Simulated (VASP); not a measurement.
Input of a VASP 6.6.1 run:

Contents of INCAR:

```
PREC = Accurate
ENCUT = 520
EDIFF = 1E-7
ISMEAR = 0
SIGMA = 0.05
LREAL = F
LASPH = T
NELM = 150
ALGO = Normal
ISIF = 2
LWAVE = F
LCHARG = F
ISPIN = 2
MAGMOM = 2.53 0.17 0.17 0.17
LORBIT = 11
LMAXMIX = 4
LDAU = T
LDAUTYPE = 2
LDAUL = 2 -1
LDAUU = 2 0
LDAUJ = 0 0
LDAUPRINT = 1
GGA = PE
NBANDS = 26
```

Contents of KPOINTS:

```
regular mesh
0
Gamma
  6 6 6
```

POSCAR

```
OsBr3
1.0
    5.1778731248      0.0000000000      0.0000000000
    0.0000000000      5.1778731248      0.0000000000
    0.0000000000      0.0000000000      5.1778731248
Os Br
1 3
Direct
    0.0000000000      0.0000000000      0.0000000000
    0.5000000000      0.0000000000      0.0000000000
    0.0000000000      0.0000000000      0.5000000000
    0.0000000000      0.5000000000      0.0000000000
```

Potentials or basis: VASP PAW PBE potentials, release 64 (Os, Br).

The run is started by

```bash
$ cat potpaw_PBE.64/Os/POTCAR potpaw_PBE.64/Br/POTCAR > POTCAR
$ mpirun -np 1 vasp_std > vasp.out
```

Question: Predict the net moment.

Answer: 3.45 μB per cell.

Question: What does it give for the site moments?

Answer: Os +3.01; Br +0.15 μB.

Eigenvalues of the final occupation matrices:
```
    site  spin  trace               eigenvalues
site 1 d     1   4.46  0.79 0.79 0.96 0.96 0.96
site 1 d     2   1.55  0.26 0.26 0.35 0.35 0.35
```

Caveat: spin-orbit coupling is left out, which moves the levels of the heavy elements.
